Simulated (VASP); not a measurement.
Al:

```
CELL_PARAMETERS angstrom
2.81245 0.00000 0.00000
-1.40623 2.43566 0.00000
0.00000 0.00000 4.86685
ATOMIC_POSITIONS crystal
Al 0.66667 0.33333 0.75000
Al 0.33333 0.66667 0.25000
```

Base run:

```yaml
Program: VASP 6.6.1
Functional: r2SCAN
Potentials_or_basis: VASP PAW PBE potentials, release 64 (Al)
Cutoff: 520 eV
k_mesh: 14 × 14 × 7
Occupations: fermi-dirac, width 0.3 eV
Spin: no spin polarisation
```

Its results: band gap on the k mesh zero (band 3 reaches 10.52 eV, above the bottom of band 4 at 4.94 eV); pressure -2.8 GPa.

Q: The run is repeated on the same cell with these changes: occupations from fermi-dirac, width 0.3 eV to fermi-dirac, width 0.5 eV; further incar settings from ALGO = Normal; EDIFF = 1e-07; NBANDS = 10 to ALGO = Normal; EDIFF = 1e-06; NBANDS = 10. What comes out?

A: Band gap on the k mesh zero (band 3 reaches 10.52 eV, above the bottom of band 4 at 4.94 eV); pressure -2.1 GPa.

Caveats: the PAW data sets were made with another functional, which shifts forces and pressure a little.
